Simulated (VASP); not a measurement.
## TiAl: single point with PBE

TiAl:

```
CELL_PARAMETERS angstrom
2.86726 0.00000 0.00000
-1.43363 2.48312 0.00000
0.00000 0.00000 4.67808
ATOMIC_POSITIONS crystal
Ti 0.00000 0.00000 0.00000
Al 0.33333 0.66667 0.50000
```

| Item | Value |
| --- | --- |
| Program | VASP 6.6.1 |
| Task | single point |
| Functional | PBE |
| Potentials or basis | VASP PAW PBE potentials, release 64 (Ti_sv, Al) |
| Cutoff | 520 eV |
| k mesh | 6 × 6 × 4 |
| Occupations | gaussian, width 0.1 eV |
| Spin | no spin polarisation |
| Dipole correction | no |
| Further INCAR settings | ALGO = Normal; EDIFF = 1e-06; NBANDS = 14 |

| Item | Value |
| --- | --- |
| Pressure | 0.1 GPa |

Stress tensor (GPa, compression positive):
```
 0.46  0.00  0.00
 0.00  0.46  0.00
 0.00  0.00 -0.52
```

Levels at points of the mesh, in eV from the Fermi level:
| k point | band 4 | band 5 | band 6 | band 7 | band 8 | band 9 | band 10 | band 11 | band 12 | band 13 |
| --- | --- | --- | --- | --- | --- | --- | --- | --- | --- | --- |
| (0.00, 0.00, 0.00) | -32.41 | -8.88 | -2.27 | -1.79 | 1.30 | 1.30 | 2.80 | 2.80 | 3.93 | 12.95 |
| (0.50, 0.00, 0.00) | -32.54 | -3.65 | -2.77 | -1.48 | -0.95 | 2.14 | 3.96 | 4.07 | 4.19 | 5.39 |
| (0.00, 0.00, 0.50) | -32.41 | -7.99 | -5.23 | -0.39 | 1.31 | 1.31 | 2.73 | 2.73 | 6.82 | 10.99 |
| (0.50, 0.00, 0.50) | -32.54 | -3.60 | -2.36 | -1.79 | 0.56 | 1.00 | 1.94 | 2.97 | 3.96 | 6.55 |

It took 22 s on 1 thread of AMD EPYC 7R13, on a shared host, peak memory 0.12 GiB.

Caveat: the k points lie up to 0.42 Å⁻¹ apart.
